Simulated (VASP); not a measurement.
# WS2 in VASP: single point with PBE+D3(BJ)

Aim: the single point of WS2 with PBE+D3(BJ).

Program: VASP 6.6.1. These are calculated values, not measurements. Logs are shortened: lines on timing, memory, paths and dates and some standing lists are left out, and cuts for length are marked.

### Step 1. The cell of the first run

The cell holds a slab with vacuum, 3 atoms: a = 3.183 Å, b = 3.183 Å, c = 21.118 Å, α = 90.00°, β = 90.00°, γ = 120.00°.

### Step 2. Single point, PBE+D3(BJ)

The input, INCAR:

```
PREC = Accurate
ENCUT = 400
EDIFF = 1E-6
ISMEAR = 0
SIGMA = 0.05
LREAL = F
LASPH = T
NELM = 120
ALGO = Normal
ISIF = 2
LWAVE = F
LCHARG = F
LDIPOL = T
IDIPOL = 3
DIPOL = 0.5 0.5 0.500
GGA = PE
IVDW = 12
NBANDS = 20
GGA_COMPAT = F
NELMDL = -8
```

The input, KPOINTS:

```
Automatic mesh
0
Gamma
  12 12 1
```

The input, POSCAR:

```
WS2
1.0
    3.1832085600      0.0000000000      0.0000000000
   -1.5916042800      2.7567394800      0.0000000000
    0.0000000000      0.0000000000     21.1181715324
S W
2 1
Direct
    0.3333333300      0.6666666600      0.4261732597
    0.3333333300      0.6666666600      0.5738267403
    0.6666666700      0.3333333400      0.4999947500
```

Potentials or basis: VASP PAW PBE potentials, release 64 (S, W_sv).

Run with:

```sh
$ cat potpaw_PBE.64/S/POTCAR potpaw_PBE.64/W_sv/POTCAR > POTCAR
$ mpirun -np 1 vasp_std > vasp.out
```

OUTCAR:

```text
PREC = Accurate
   ENCUT = 400
   EDIFF = 1E-6
   ISMEAR = 0
   LREAL = F
   LASPH = T
   NELM = 120
   ISIF = 2
   GGA = PE
   IVDW = 12
   NELMDL = -8
 IVDW          = 12

 ion  position               nearest neighbor table
   1  0.333  0.667  0.426-   3 2.41   3 2.41   3 2.41
   2  0.333  0.667  0.574-   3 2.41   3 2.41   3 2.41
   3  0.667  0.333  0.500-   1 2.41   1 2.41   1 2.41   2 2.41   2 2.41   2 2.41

  LATTYP: Found a hexagonal cell.
 ALAT       =     3.1832085600
 C/A-ratio  =     6.6342406205

  Lattice vectors:

 A1 = (   3.1832085600,   0.0000000000,   0.0000000000)
 A2 = (  -1.5916042800,   2.7567394800,   0.0000000000)
 A3 = (   0.0000000000,   0.0000000000,  21.1181715324)

Analysis of symmetry for initial positions (statically):
=====================================================================
 Subroutine PRICEL returns:
 Original cell was already a primitive cell.

 Routine SETGRP: Setting up the symmetry group for a
 hexagonal supercell.

 Subroutine GETGRP returns: Found  6 space group operations
 (whereof  6 operations were pure point group operations)
 out of a pool of 24 trial point group operations.

The static configuration has the point symmetry C_3v.

Analysis of symmetry for dynamics (positions and initial velocities):
=====================================================================
 Subroutine PRICEL returns:
 Original cell was already a primitive cell.

 Routine SETGRP: Setting up the symmetry group for a
 hexagonal supercell.

 Subroutine GETGRP returns: Found  6 space group operations
 (whereof  6 operations were pure point group operations)
 out of a pool of 24 trial point group operations.

The dynamic configuration has the point symmetry C_3v.

 Subroutine INISYM returns: Found  6 space group operations
 (whereof  6 operations are pure point group operations),
 and found     1 'primitive' translations

----------------------------------------------------------------------------------------

                                     Primitive cell

  volume of cell :     185.3178

  direct lattice vectors                    reciprocal lattice vectors
     3.183208560  0.000000000  0.000000000     0.314148439  0.181373686  0.000000000
    -1.591604280  2.756739480  0.000000000     0.000000000  0.362747371  0.000000000
     0.000000000  0.000000000 21.118171532     0.000000000  0.000000000  0.047352584

  length of vectors
     3.183208560  3.183208561 21.118171532     0.362747372  0.362747371  0.047352584

  position of ions in fractional coordinates (direct lattice)
     0.333333330  0.666666660  0.426173260
     0.333333330  0.666666660  0.573826740
     0.666666670  0.333333340  0.499994750

  ion indices of the primitive-cell ions
   primitive index   ion index
                 1           1
                 2           2
                 3           3

----------------------------------------------------------------------------------------

 KPOINTS: Automatic mesh

Automatic generation of k-mesh.
 Grid dimensions read from file:
 generate k-points for:   12   12    1

 Generating k-lattice:

  Cartesian coordinates                     Fractional coordinates (reciprocal lattice)
     0.026179037  0.015114474  0.000000000     0.083333333  0.000000000  0.000000000
     0.000000000  0.030228948  0.000000000     0.000000000  0.083333333  0.000000000
     0.000000000  0.000000000  0.047352584     0.000000000  0.000000000  1.000000000

  Length of vectors
     0.030228948  0.030228948  0.047352584

  Shift w.r.t. Gamma in fractional coordinates (k-lattice)
     0.000000000  0.000000000  0.000000000

 Subroutine IBZKPT returns following result:
 ===========================================

 Found     19 irreducible k-points:

 Following reciprocal coordinates:
            Coordinates               Weight
  0.000000  0.000000  0.000000      1.000000
  0.083333  0.000000  0.000000      6.000000
  0.166667  0.000000  0.000000      6.000000
  0.250000  0.000000  0.000000      6.000000
  0.333333  0.000000  0.000000      6.000000
  0.416667  0.000000  0.000000      6.000000
[... 11 lines left out ...]
  0.333333  0.250000  0.000000     12.000000
  0.333333  0.333333  0.000000      2.000000
   k-points           NKPTS =     19   k-points in BZ     NKDIM =     19   number of bands    NBANDS=     20
   number of dos      NEDOS =    301   number of ions     NIONS =      3
   total plane-waves  NPLWV =  80640
   dimension x,y,z NGX =    24 NGY =   24 NGZ =  140
   dimension x,y,z NGXF=    48 NGYF=   48 NGZF=  280
   ions per type =               2   1
   NGX,Y,Z   is equivalent  to a cutoff of  12.53, 12.53, 11.02 a.u.
   NGXF,Y,Z  is equivalent  to a cutoff of  25.07, 25.07, 22.04 a.u.
 SYSTEM =  unknown system
   PREC   = accura    normal or accurate (medium, high low for compatibility)
   ISTART =      0    job   : 0-new  1-cont  2-samecut
   ICHARG =      2    charge: 1-file 2-atom 10-const
   ISPIN  =      1    spin polarized calculation?
   LNONCOLLINEAR =      F non collinear calculations
   LSORBIT =      F    spin-orbit coupling
   LASPH  =      T    aspherical Exc in radial PAW
   ENCUT  =  400.0 eV  29.40 Ry    5.42 a.u.   5.19  5.19 34.44*2*pi/ulx,y,z
   NELM   =    120;   NELMIN=  2; NELMDL= -8     # of ELM steps
   EDIFF  = 0.1E-05   stopping-criterion for ELM
   LREAL  =      F    real-space projection
   EDIFFG = 0.1E-04   stopping-criterion for IOM
   NSW    =      0    number of steps for IOM
   IBRION =     -1    ionic relax: 0-MD 1-quasi-New 2-CG
   NFREE  =      0    steps in history (QN), initial steepest desc. (CG)
   ISIF   =      2    stress and relaxation
   ISYM   =      2    0-nonsym 1-usesym 2-fastsym
   POTIM  = 0.5000    time-step for ionic-motion
   TEBEG  =    0.0;   TEEND  =   0.0 temperature during run
   PSTRESS=    0.0 pullay stress
   NELECT =      26.0000    total number of electrons
   NUPDOWN=      -1.0000    fix difference up-down
   EMIN   =  10.00;   EMAX   =-10.00  energy-range for DOS
   EFERMI =   0.00;   METHOD = LEGACY
   ISMEAR =     0;   SIGMA  =   0.05  broadening in eV -4-tet -1-fermi 0-gaus
   EFERMI_NEDOS =   21; number of points for ismear=-14 and -15
   IALGO  =     38    algorithm
   IMIX   =      4    mixing-type and parameters
     AMIX     =   0.40;   BMIX     =  1.00
     AMIX_MAG =   1.60;   BMIX_MAG =  1.00
  volume/ion in A,a.u.               =      61.77       416.86
  Fermi-wavevector in a.u.,A,eV,Ry     =   0.850668  1.607530  9.845672  0.723637
  Thomas-Fermi vector in A             =   1.966681
   LORBIT       =      0    0 simple, 1 ext, 2 COOP (PROOUT), +10 PAW based schemes
   GGA     = PE    functional components
   LHFCALC =     F    Hartree Fock is set to
   AEXX    =    0.0000 exact exchange contribution
   IVDW    =    12    specifies the selected vdW correction
   LEPSILON=     F    determine dielectric tensor
   LRPA    =     F    only Hartree local field effects (RPA)
 non-spin polarized calculation
 Gauss-broadening in eV      SIGMA  =   0.05
  energy-cutoff  :      400.00
  volume of cell :      185.32
 maximum number of plane-waves:      3401
 NGX is ok and might be reduce to    24
   NGX = 11   NGY = 11   NGZ = 69

 dipolmoment           0.000000      0.000000      0.000001 electrons x Angstroem

 number of electron      25.9999995 magnetization

 dipolmoment           0.000000      0.000000     -0.000005 electrons x Angstroem

 Free energy of the ion-electron system (eV)
  ---------------------------------------------------
  ext. energy  EPLUGINS =         0.00000000
  ---------------------------------------------------
  free energy    TOTEN  =       -23.66951505 eV

  energy without entropy =      -23.66951505  energy(sigma->0) =      -23.66951505

 E-fermi :  -1.6922     XC(G=0):  -3.6656

 val. band max:       -2.1022401970   @ k =   0.3333   0.3333   0.0000
 cond. band min:      -0.3044686086   @ k =   0.3333   0.3333   0.0000
 fundamental gap:      1.7977715883
 Fermi energy:        -1.6922159776

 k-point     1 :       0.0000    0.0000    0.0000
  band No.  band energies     occupation
      1     -76.1142      2.00000
      2     -40.3507      2.00000
      3     -40.2054      2.00000
      4     -40.2054      2.00000
      5     -16.8759      2.00000
      6     -15.2083      2.00000
[... 12 lines left out ...]
     19       3.2820      0.00000
     20       3.4691      0.00000

 k-point     2 :       0.0833    0.0000    0.0000
  band No.  band energies     occupation
      1     -76.1131      2.00000
      2     -40.3466      2.00000
      3     -40.2282      2.00000
      4     -40.2107      2.00000
      5     -16.7613      2.00000
      6     -15.1674      2.00000
[... 12 lines left out ...]
     19       3.4199      0.00000
     20       3.7916      0.00000

 k-point     3 :       0.1667    0.0000    0.0000
  band No.  band energies     occupation
      1     -76.1100      2.00000
      2     -40.3354      2.00000
      3     -40.2901      2.00000
      4     -40.2252      2.00000
      5     -16.4353      2.00000
      6     -15.0511      2.00000
[... 12 lines left out ...]
     19       3.8185      0.00000
     20       4.3877      0.00000

 k-point     4 :       0.2500    0.0000    0.0000
  band No.  band energies     occupation
      1     -76.1058      2.00000
      2     -40.3735      2.00000
      3     -40.3200      2.00000
      4     -40.2448      2.00000
      5     -15.9514      2.00000
      6     -14.8804      2.00000
[... 314 lines left out ...]
 k-point    18 :       0.3333    0.2500    0.0000
  band No.  band energies     occupation
      1     -76.0959      2.00000
      2     -40.4800      2.00000
      3     -40.3802      2.00000
      4     -40.2836      2.00000
      5     -14.5353      2.00000
      6     -14.3627      2.00000
[... 12 lines left out ...]
     19       5.6652      0.00000
     20       7.0282      0.00000

 k-point    19 :       0.3333    0.3333    0.0000
  band No.  band energies     occupation
      1     -76.0954      2.00000
      2     -40.4539      2.00000
      3     -40.4202      2.00000
      4     -40.2815      2.00000
      5     -14.4433      2.00000
      6     -14.3218      2.00000
[... 12 lines left out ...]
     19       4.9929      0.00000
     20       7.2445      0.00000

------------------------ aborting loop because EDIFF is reached ----------------------------------------

 vacuum level on the upper side and lower side of the slab       (xc-potential included)        -0.218        -0.217

 Edisp (eV)   -0.91940

 E8    (eV) :    -0.4133

  FORCE on cell =-STRESS in cart. coord.  units (eV):
  Direction    XX          YY          ZZ          XY          YZ          ZX
  --------------------------------------------------------------------------------------
  -------------------------------------------------------------------------------------
  Total      -0.54873    -0.54873     0.51329     0.00000     0.00000     0.00000
  in kB      -4.74410    -4.74410     4.43765     0.00000     0.00000     0.00000
  external pressure =       -1.68 kB  Pullay stress =        0.00 kB

 VOLUME and BASIS-vectors are now :
 -----------------------------------------------------------------------------
  energy-cutoff  :      400.00
  volume of cell :      185.32
      direct lattice vectors                 reciprocal lattice vectors
     3.183208560  0.000000000  0.000000000     0.314148439  0.181373686  0.000000000
    -1.591604280  2.756739480  0.000000000     0.000000000  0.362747371  0.000000000
     0.000000000  0.000000000 21.118171532     0.000000000  0.000000000  0.047352584

 POSITION                                       TOTAL-FORCE (eV/Angst)
 -----------------------------------------------------------------------------------
      0.00000      1.83783      9.00000         0.000000     -0.000000     -0.176665
      0.00000      1.83783     12.11817         0.000000      0.000000      0.173039
      1.59160      0.91891     10.55897        -0.000000      0.000000      0.003626
 -----------------------------------------------------------------------------------
    total drift:                                0.000000     -0.000002     -0.000009

  FREE ENERGIE OF THE ION-ELECTRON SYSTEM (eV)
  ---------------------------------------------------
  free  energy   TOTEN  =       -24.5889196969 eV

  energy  without entropy=      -24.5889196969  energy(sigma->0) =      -24.58891970

 vacuum level on the upper side and lower side of the slab         3.406         3.407
```

Run time: 83 s. Hardware: 1 thread of Intel Xeon Platinum 8259CL at 2.50GHz (Skylake/Cascade Lake), shared host; peak memory 0.27 GiB.

Results:

```yaml
Free_energy: -24.5889 eV
Largest_force: 0.177 eV/Å
Band_gap_on_the_k_mesh: 1.80 eV, direct
Dispersion_energy_per_atom: -0.306 eV
```

Forces on the atoms (eV/Å):
```
S    0.000  0.000 -0.177
S    0.000  0.000  0.173
W    0.000  0.000  0.004
```

Levels at points of the mesh, in eV from the valence-band top:
```tsv
k point	band 10	band 11	band 12	band 13	band 14	band 15	band 16	band 17
(0.00, 0.00, 0.00)	-2.08	-1.65	-1.65	0.00	2.90	2.90	3.08	3.08
(0.50, 0.00, 0.00)	-3.44	-2.11	-1.30	-0.92	2.85	3.32	4.09	4.78
```

Caveat: spin-orbit coupling is left out, which moves the levels of the heavy elements.
